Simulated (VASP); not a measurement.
Input of a VASP 6.6.1 run:

INCAR

```
  PREC = Accurate
  ENCUT = 520
  EDIFF = 1E-6
  ISMEAR = 0
  SIGMA = 0.02
  LREAL = Auto
  LASPH = True
  NELM = 120
  ALGO = Normal
  ISIF = 2
  LWAVE = False
  LCHARG = False
  GGA = PS
  NBANDS = 160
  GGA_COMPAT = False
  KPAR = 2
  NCORE = 2
```

Contents of KPOINTS:

```
regular mesh
0
Gamma
  2 2 2
```

POSCAR

```
Si17O32
1.0
  -10.0895850000      0.0000000000      0.0000000000
    0.0000000000     -8.6670390000      0.0000000000
   -0.2390190000      0.0000000000      8.3166190000
Si O
17 32
Direct
    0.4482682930      0.6800854363      0.7148885863
    0.4600978788      0.3471419709      0.8386418808
    0.4520279835      0.3064374119      0.2129087553
    0.4421983046      0.6204123461      0.3876495965
    0.2074028794      0.1956614018      0.7136295410
    0.2242376850      0.8606900234      0.8473795661
    0.2352694134      0.8091231619      0.2258073864
    0.2019671754      0.1452130307      0.3409771447
    0.9740347202      0.6869401418      0.7116668444
    0.9531883923      0.3504196762      0.8341625365
    0.9575052946      0.3121488204      0.2070502448
    0.9804693256      0.6524029718      0.3278961078
    0.7095487268      0.1770390095      0.7091980527
    0.7127162393      0.8390274925      0.8194408088
    0.7354330583      0.8136777739      0.1944014749
    0.7057399543      0.1471084877      0.3338092078
    0.6627473011      0.5743962846      0.4661753773
    0.4379713422      0.2877942513      0.0209603205
    0.4055376998      0.4764849910      0.2688652684
    0.6490439435      0.6872982803      0.2947379217
    0.3577068387      0.6370529774      0.5603840936
    0.6097857201      0.3113505085      0.7736838732
    0.6086860884      0.7370870259      0.7057262092
    0.4403529305      0.5329523728      0.8351289148
    0.6052740521      0.2755217785      0.2622051100
    0.2292810264      0.8296390497      0.0351879772
    0.1746984757      0.9657757396      0.3048120877
    0.3569425241      0.1802647940      0.3004366318
    0.1692693266      0.1716857395      0.5293794269
    0.3758911504      0.8332422411      0.7839388819
    0.3585950842      0.2574262098      0.7234965315
    0.1850737469      0.0377181873      0.8135114762
    0.3836739653      0.7690489220      0.2840398244
    0.9228891951      0.3028801416      0.0190780653
    0.9291225064      0.4857923219      0.2687756888
    0.1331778834      0.6702222062      0.2693569346
    0.9791041793      0.6582559511      0.5211349708
    0.1085685439      0.3240422710      0.7901901001
    0.1176960635      0.7457699221      0.7679873275
    0.9264275981      0.5330745598      0.8084671187
    0.1086745476      0.2578146931      0.2363908939
    0.7069291085      0.7836623327      0.0057387503
    0.6826461108      0.9836147039      0.2452066158
    0.8582764049      0.1969984213      0.3038388557
    0.6794379479      0.1310099101      0.5254564385
    0.8625056865      0.8183033444      0.7486583190
    0.8596770335      0.2423091669      0.7244507654
    0.6810916561      0.0222442751      0.8154282407
    0.8882508081      0.7860062704      0.2477667908
```

Potentials or basis: VASP PAW PBE potentials, release 64 (Si, O).

Command:

```sh
$ cat potpaw_PBE.64/Si/POTCAR potpaw_PBE.64/O/POTCAR > POTCAR
$ mpirun -np 4 vasp_std > vasp.out
```

Question: Predict the largest force.

Answer: 0.263 eV/Å.

Question: Predict the band gap on the k mesh.

Answer: 1.88 eV.

Question: Predict the pressure.

Answer: 1.2 GPa.

Forces on the atoms (eV/Å):
```
Si   0.035 -0.082  0.163
Si  -0.012 -0.022  0.025
Si  -0.008  0.040 -0.024
Si   0.014  0.100  0.092
Si  -0.015 -0.029  0.023
Si   0.081 -0.071  0.016
Si  -0.048  0.019 -0.025
Si   0.007  0.011  0.039
Si  -0.033 -0.019 -0.034
Si   0.013 -0.010 -0.002
Si  -0.020  0.010 -0.006
Si  -0.050  0.012 -0.021
Si   0.025  0.002 -0.026
Si   0.106  0.036 -0.058
Si  -0.086 -0.061 -0.112
Si  -0.017 -0.010  0.002
Si   0.034  0.007 -0.260
O   -0.026  0.021  0.034
O    0.114  0.054  0.034
O   -0.164  0.037 -0.107
O    0.109  0.064  0.144
O   -0.056  0.001 -0.038
O    0.090 -0.015 -0.013
O   -0.069 -0.027  0.101
O   -0.019 -0.018  0.026
O   -0.005 -0.048  0.178
O    0.000  0.075  0.119
O   -0.022  0.117 -0.010
O    0.002 -0.070 -0.053
O    0.034 -0.120  0.061
O   -0.010 -0.040  0.018
O    0.050 -0.048 -0.017
O   -0.056  0.033  0.083
O    0.014  0.000 -0.019
O   -0.018 -0.026 -0.022
O   -0.109  0.099  0.042
O    0.032 -0.022 -0.035
O    0.040 -0.075  0.032
O    0.075  0.015  0.006
O    0.059 -0.011 -0.008
O   -0.047  0.025 -0.037
O   -0.002  0.041 -0.049
O   -0.071  0.028 -0.071
O   -0.030 -0.010  0.043
O    0.025  0.039  0.004
O    0.104 -0.012 -0.086
O    0.002  0.018 -0.031
O    0.074  0.019 -0.004
O   -0.144 -0.074 -0.115
```

Caveat: the PAW data sets were made with another functional, which shifts forces and pressure a little.
